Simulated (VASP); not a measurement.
Set up this calculation in VASP 6.6.1, as the native input.

```yaml
Task: single point
Functional: PBE
Potentials_or_basis: VASP PAW PBE potentials, release 64 (Ti_sv, Al)
Cutoff: 520 eV
k_mesh: 14 × 14 × 14
Occupations: gaussian, width 0.1 eV
Spin: no spin polarisation
Dipole_correction: no
Further_INCAR_settings: ALGO = Fast; EDIFF = 1e-06; NBANDS = 14
```

The structure of TiAl (pbe) lies in POSCAR:

```
TiAl
1.0
    3.1862468015      0.0000000000      0.0000000000
    0.0000000000      3.1862468015      0.0000000000
    0.0000000000      0.0000000000      3.1862468015
Ti Al
1 1
Direct
    0.0000000000      0.0000000000      0.0000000000
    0.5000000000      0.5000000000      0.5000000000
```

These files were run (other wordings do the same):

INCAR

```
SYSTEM = TiAl
  PREC = Accurate
  ENCUT = 520
  EDIFF = 1E-6
  ISMEAR = 0
  SIGMA = 0.1
  LREAL = .False.
  LASPH = .True.
  NELM = 100
  ALGO = Fast
  ISIF = 2
  LWAVE = .False.
  LCHARG = .False.
  GGA = PE
  NBANDS = 14
```

KPOINTS

```
regular mesh
0
Gamma
  14 14 14
  0 0 0
```

Potentials or basis: VASP PAW PBE potentials, release 64 (Ti_sv, Al).

The run is started by

```console
$ cat potpaw_PBE.64/Ti_sv/POTCAR potpaw_PBE.64/Al/POTCAR > POTCAR
$ mpirun -np 1 vasp_std > vasp.out
```

Results of the run:

* Pressure: 0.0 GPa

It took 60 s on 1 thread of Intel(R) Xeon(R) Platinum 8259CL CPU @ 2.50GHz (Skylake/Cascade Lake) (shared host), peak memory 0.17 GiB.
